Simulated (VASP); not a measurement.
# H9O4F in VASP: single point with LDA

Aim: the single point of H9O4F with LDA.

Program: VASP 6.6.1. These are calculated values, not measurements. Logs are shortened: lines on timing, memory, paths and dates and some standing lists are left out, and cuts for length are marked.

### Step 1. The cell of the first run

The cell holds a disordered packing, 14 atoms: a = 5.533 Å, b = 5.533 Å, c = 5.533 Å, α = 90.00°, β = 90.00°, γ = 90.00°.

### Step 2. Single point, LDA

Contents of INCAR:

```
SYSTEM = H9O4F
PREC     = Accurate       ! precision mode
ENCUT    = 1010           ! plane-wave cutoff, eV
EDIFF    = 1E-6           ! SCF threshold, eV
ISMEAR   = -1             ! smearing method
SIGMA    = 0.02           ! smearing width, eV
LREAL    = .False.        ! projectors in reciprocal space
LASPH    = .True.         ! aspherical terms in the spheres
NELM     = 120            ! most SCF steps
ALGO     = Normal         ! electronic algorithm
ISIF     = 2              ! what is computed and relaxed
LWAVE    = .False.        ! write WAVECAR
LCHARG   = .False.        ! write CHGCAR
GGA      = CA             ! functional
NBANDS   = 33             ! bands
GGA_COMPAT= .False.
```

Contents of KPOINTS:

```
regular mesh
0
Gamma
  1 1 1
  0 0 0
```

Contents of POSCAR:

```
H9O4F
1.0
    5.5331330000      0.0000000000      0.0000000000
    0.0000000000      5.5331330000      0.0000000000
    0.0000000000      0.0000000000      5.5331330000
O H F
4 9 1
Direct
    0.3091015524      0.7260082127      0.7187428894
    0.0853042932      0.8462294328      0.2237249674
    0.7108269402      0.4110871725      0.7683711922
    0.7249057632      0.1379869235      0.1109678730
    0.4165271285      0.8670675366      0.7377375530
    0.2601238756      0.7436112597      0.5467969051
    0.1815788632      0.7720219268      0.0887381525
   -0.0360013034      0.7099955848      0.2608467933
    0.7400328169      0.2154475593      0.9361784725
    0.5485138347      0.4859814503      0.7383339602
    0.7574912803      0.3160234898      0.2198031387
    0.8768630720      0.0475679873      0.1320228522
    0.8052942158      0.4303710032      0.6182753966
    0.7884321595      0.5073798154      0.2926551738
```

Potentials or basis: VASP PAW LDA potentials, release 64 (O_h, H_h, F_h).

Started as:

```sh
cat potpaw_LDA.64/O_h/POTCAR potpaw_LDA.64/H_h/POTCAR potpaw_LDA.64/F_h/POTCAR > POTCAR
mpirun -np 1 vasp_gam > vasp.out
```

OUTCAR:

```text
SYSTEM = H9O4F
   PREC = Accurate
   ENCUT = 1010
   EDIFF = 1E-6
   ISMEAR = -1
   LREAL = .False.
   LASPH = .True.
   NELM = 120
   ISIF = 2
   GGA = CA

 ion  position               nearest neighbor table
   1  0.309  0.726  0.719-   5 0.99   6 0.99
   2  0.085  0.846  0.224-   7 1.01   8 1.03
   3  0.711  0.411  0.768-  13 0.99  10 1.00
   4  0.725  0.138  0.111-  12 0.99   9 1.06  11 1.17
   5  0.417  0.867  0.738-   1 0.99
   6  0.260  0.744  0.547-   1 0.99
   7  0.182  0.772  0.089-   2 1.01
   8  0.964  0.710  0.261-   2 1.03
   9  0.740  0.215  0.936-   4 1.06
  10  0.549  0.486  0.738-   3 1.00
  11  0.757  0.316  0.220-  14 1.15   4 1.17
  12  0.877  0.048  0.132-   4 0.99
  13  0.805  0.430  0.618-   3 0.99
  14  0.788  0.507  0.293-  11 1.15

  LATTYP: Found a simple cubic cell.
 ALAT       =     5.5331330000

  Lattice vectors:

 A1 = (   5.5331330000,   0.0000000000,   0.0000000000)
 A2 = (   0.0000000000,   5.5331330000,   0.0000000000)
 A3 = (   0.0000000000,   0.0000000000,   5.5331330000)

Analysis of symmetry for initial positions (statically):
=====================================================================
 Subroutine PRICEL returns:
 Original cell was already a primitive cell.

 Routine SETGRP: Setting up the symmetry group for a
 simple cubic supercell.

 Subroutine GETGRP returns: Found  1 space group operations
 (whereof  1 operations were pure point group operations)
 out of a pool of 48 trial point group operations.

The static configuration has the point symmetry C_1 .

Analysis of symmetry for dynamics (positions and initial velocities):
=====================================================================
 Subroutine PRICEL returns:
 Original cell was already a primitive cell.

 Routine SETGRP: Setting up the symmetry group for a
 simple cubic supercell.

 Subroutine GETGRP returns: Found  1 space group operations
 (whereof  1 operations were pure point group operations)
 out of a pool of 48 trial point group operations.

The dynamic configuration has the point symmetry C_1 .

 Subroutine INISYM returns: Found  1 space group operations
 (whereof  1 operations are pure point group operations),
 and found     1 'primitive' translations

----------------------------------------------------------------------------------------

                                     Primitive cell

  volume of cell :     169.4000

  direct lattice vectors                    reciprocal lattice vectors
     5.533133000  0.000000000  0.000000000     0.180729435  0.000000000  0.000000000
     0.000000000  5.533133000  0.000000000     0.000000000  0.180729435  0.000000000
     0.000000000  0.000000000  5.533133000     0.000000000  0.000000000  0.180729435

  length of vectors
     5.533133000  5.533133000  5.533133000     0.180729435  0.180729435  0.180729435

  position of ions in fractional coordinates (direct lattice)
     0.309101552  0.726008213  0.718742889
     0.085304293  0.846229433  0.223724967
     0.710826940  0.411087172  0.768371192
     0.724905763  0.137986924  0.110967873
     0.416527129  0.867067537  0.737737553
     0.260123876  0.743611260  0.546796905
     0.181578863  0.772021927  0.088738152
     0.963998697  0.709995585  0.260846793
     0.740032817  0.215447559  0.936178473
     0.548513835  0.485981450  0.738333960
     0.757491280  0.316023490  0.219803139
     0.876863072  0.047567987  0.132022852
     0.805294216  0.430371003  0.618275397
     0.788432159  0.507379815  0.292655174

  ion indices of the primitive-cell ions
   primitive index   ion index
                 1           1
                 2           2
                 3           3
                 4           4
                 5           5
                 6           6
                 7           7
                 8           8
                 9           9
                10          10
                11          11
                12          12
                13          13
                14          14

----------------------------------------------------------------------------------------

 KPOINTS: regular mesh

Automatic generation of k-mesh.
 Grid dimensions read from file:
 generate k-points for:    1    1    1

 Generating k-lattice:

  Cartesian coordinates                     Fractional coordinates (reciprocal lattice)
     0.180729435  0.000000000  0.000000000     1.000000000  0.000000000  0.000000000
     0.000000000  0.180729435  0.000000000     0.000000000  1.000000000  0.000000000
     0.000000000  0.000000000  0.180729435     0.000000000  0.000000000  1.000000000

  Length of vectors
     0.180729435  0.180729435  0.180729435

  Shift w.r.t. Gamma in fractional coordinates (k-lattice)
     0.000000000  0.000000000  0.000000000

 Subroutine IBZKPT returns following result:
 ===========================================

 Found      1 irreducible k-points:

 Following reciprocal coordinates:
            Coordinates               Weight
  0.000000  0.000000  0.000000      1.000000
   k-points           NKPTS =      1   k-points in BZ     NKDIM =      1   number of bands    NBANDS=     33
   number of dos      NEDOS =    301   number of ions     NIONS =     14
   total plane-waves  NPLWV = 216000
   dimension x,y,z NGX =    60 NGY =   60 NGZ =   60
   dimension x,y,z NGXF=   120 NGYF=  120 NGZF=  120
   ions per type =               4   9   1
   NGX,Y,Z   is equivalent  to a cutoff of  18.03, 18.03, 18.03 a.u.
   NGXF,Y,Z  is equivalent  to a cutoff of  36.05, 36.05, 36.05 a.u.
 SYSTEM =  H9O4F
   PREC   = accura    normal or accurate (medium, high low for compatibility)
   ISTART =      0    job   : 0-new  1-cont  2-samecut
   ICHARG =      2    charge: 1-file 2-atom 10-const
   ISPIN  =      1    spin polarized calculation?
   LNONCOLLINEAR =      F non collinear calculations
   LSORBIT =      F    spin-orbit coupling
   LASPH  =      T    aspherical Exc in radial PAW
   ENCUT  = 1010.0 eV  74.23 Ry    8.62 a.u.  14.34 14.34 14.34*2*pi/ulx,y,z
   NELM   =    120;   NELMIN=  2; NELMDL= -5     # of ELM steps
   EDIFF  = 0.1E-05   stopping-criterion for ELM
   LREAL  =      F    real-space projection
   EDIFFG = 0.1E-04   stopping-criterion for IOM
   NSW    =      0    number of steps for IOM
   IBRION =     -1    ionic relax: 0-MD 1-quasi-New 2-CG
   NFREE  =      0    steps in history (QN), initial steepest desc. (CG)
   ISIF   =      2    stress and relaxation
   ISYM   =      2    0-nonsym 1-usesym 2-fastsym
   POTIM  = 0.5000    time-step for ionic-motion
   TEBEG  =    0.0;   TEEND  =   0.0 temperature during run
   PSTRESS=    0.0 pullay stress
   NELECT =      40.0000    total number of electrons
   NUPDOWN=      -1.0000    fix difference up-down
   EMIN   =  10.00;   EMAX   =-10.00  energy-range for DOS
   EFERMI =   0.00;   METHOD = LEGACY
   ISMEAR =    -1;   SIGMA  =   0.02  broadening in eV -4-tet -1-fermi 0-gaus
   EFERMI_NEDOS =   21; number of points for ismear=-14 and -15
   IALGO  =     38    algorithm
   IMIX   =      4    mixing-type and parameters
     AMIX     =   0.40;   BMIX     =  1.00
     AMIX_MAG =   1.60;   BMIX_MAG =  1.00
  volume/ion in A,a.u.               =      12.10        81.65
  Fermi-wavevector in a.u.,A,eV,Ry     =   1.011868  1.912153 13.930681  1.023876
  Thomas-Fermi vector in A             =   2.144943
   LORBIT       =      0    0 simple, 1 ext, 2 COOP (PROOUT), +10 PAW based schemes
   GGA     = CA    functional components
   LHFCALC =     F    Hartree Fock is set to
   AEXX    =    0.0000 exact exchange contribution
   IVDW    =     0    specifies the selected vdW correction
   LEPSILON=     F    determine dielectric tensor
   LRPA    =     F    only Hartree local field effects (RPA)
 non-spin polarized calculation
  energy-cutoff  :     1010.00
  volume of cell :      169.40
 maximum number of plane-waves:      6147
 NGX is ok and might be reduce to    60
   NGX = 29   NGY = 29   NGZ = 29

 number of electron      40.0000001 magnetization

 Free energy of the ion-electron system (eV)
  ---------------------------------------------------
  ext. energy  EPLUGINS =         0.00000000
  ---------------------------------------------------
  free energy    TOTEN  =       -71.30618693 eV

  energy without entropy =      -71.30618693  energy(sigma->0) =      -71.30618693

 E-fermi :  -4.1415     XC(G=0):  -6.5250

 val. band max:       -4.6453285087   @ k =   0.0000   0.0000   0.0000
 cond. band min:       0.3780628968   @ k =   0.0000   0.0000   0.0000
 fundamental gap:      5.0233914055
 Fermi energy:        -4.1415468864

 k-point     1 :       0.0000    0.0000    0.0000
  band No.  band energies     occupation
      1     -25.0239      2.00000
      2     -22.7702      2.00000
      3     -22.5790      2.00000
      4     -22.0589      2.00000
      5     -21.6714      2.00000
      6     -11.0591      2.00000
      7     -10.5684      2.00000
      8     -10.4919      2.00000
      9     -10.2925      2.00000
     10      -9.1821      2.00000
     11      -8.0414      2.00000
     12      -7.5147      2.00000
     13      -6.9240      2.00000
     14      -6.2080      2.00000
     15      -5.6965      2.00000
     16      -5.4617      2.00000
     17      -5.1806      2.00000
     18      -5.0472      2.00000
     19      -4.7836      2.00000
     20      -4.6453      2.00000
     21       0.3781      0.00000
     22       4.1402      0.00000
     23       4.6010      0.00000
     24       5.0879      0.00000
     25       5.7028      0.00000
     26       5.9693      0.00000
     27       6.3386      0.00000
     28       6.7155      0.00000
     29       7.2509      0.00000
     30       7.6392      0.00000
     31       8.2568      0.00000
     32       8.4646      0.00000
 [bands above 32 left out]

------------------------ aborting loop because EDIFF is reached ----------------------------------------

  FORCE on cell =-STRESS in cart. coord.  units (eV):
  Direction    XX          YY          ZZ          XY          YZ          ZX
  --------------------------------------------------------------------------------------
  -------------------------------------------------------------------------------------
  Total       -1.1618271      0.0133087     -1.5066924      0.0306204      0.1899707      0.3999661
  in kB      -10.9885090      0.1258730    -14.2502292      0.2896062      1.7967348      3.7828611
  external PRESSURE =      -8.3709551 kB  Pullay stress =       0.0000000 kB

 VOLUME and BASIS-vectors are now :
 -----------------------------------------------------------------------------
  energy-cutoff  :     1010.00
  volume of cell :      169.40
      direct lattice vectors                 reciprocal lattice vectors
     5.533133000  0.000000000  0.000000000     0.180729435  0.000000000  0.000000000
     0.000000000  5.533133000  0.000000000     0.000000000  0.180729435  0.000000000
     0.000000000  0.000000000  5.533133000     0.000000000  0.000000000  0.180729435

 POSITION                                       TOTAL-FORCE (eV/Angst)
 -----------------------------------------------------------------------------------
      1.71030      4.01710      3.97690         0.703011      0.317620     -0.331197
      0.47200      4.68230      1.23790         0.260354     -1.002652     -0.363623
      3.93310      2.27460      4.25150        -0.234175     -0.012372     -0.608929
      4.01100      0.76350      0.61400        -0.120356      0.272379     -0.781548
      2.30470      4.79760      4.08200        -0.192341     -0.416034      0.148288
      1.43930      4.11450      3.02550        -0.271096     -0.000792      0.091923
      1.00470      4.27170      0.49100        -0.545112      0.618941      0.509543
      5.33393      3.92850      1.44330         0.176467      0.280108     -0.255186
      4.09470      1.19210      5.18000        -0.593170      0.323851      0.537804
      3.03500      2.68900      4.08530         0.379775      0.081969      0.052332
      4.19130      1.74860      1.21620        -0.214008     -0.139421     -0.439367
      4.85180      0.26320      0.73050         0.779063     -1.071656      0.440096
      4.45580      2.38130      3.42100        -0.466844      0.153877     -0.127962
      4.36250      2.80740      1.61930         0.338433      0.594182      1.127828
 -----------------------------------------------------------------------------------
    total drift:                                0.002512      0.000499      0.001490

  FREE ENERGIE OF THE ION-ELECTRON SYSTEM (eV)
  ---------------------------------------------------
  free  energy   TOTEN  =       -71.3061869292 eV

  energy  without entropy=      -71.3061869292  energy(sigma->0) =      -71.30618693
```

It took 20 s on 1 thread of AMD EPYC 7R13 (Zen 3), shared host; peak memory 0.32 GiB.

What came out:

```yaml
Free_energy: -71.3062 eV
Pressure: -0.8 GPa
Largest_force: 1.396 eV/Å
```

Forces on the atoms (eV/Å):
```
O    0.703  0.318 -0.331
O    0.260 -1.003 -0.364
O   -0.234 -0.012 -0.609
O   -0.120  0.272 -0.782
H   -0.192 -0.416  0.148
H   -0.271 -0.001  0.092
H   -0.545  0.619  0.510
H    0.176  0.280 -0.255
H   -0.593  0.324  0.538
H    0.380  0.082  0.052
H   -0.214 -0.139 -0.439
H    0.779 -1.072  0.440
H   -0.467  0.154 -0.128
F    0.338  0.594  1.128
```

Caveat: the k points lie up to 1.14 Å⁻¹ apart, too coarse for converged energies, forces and pressures; the atoms stand as in a frame of molecular dynamics.
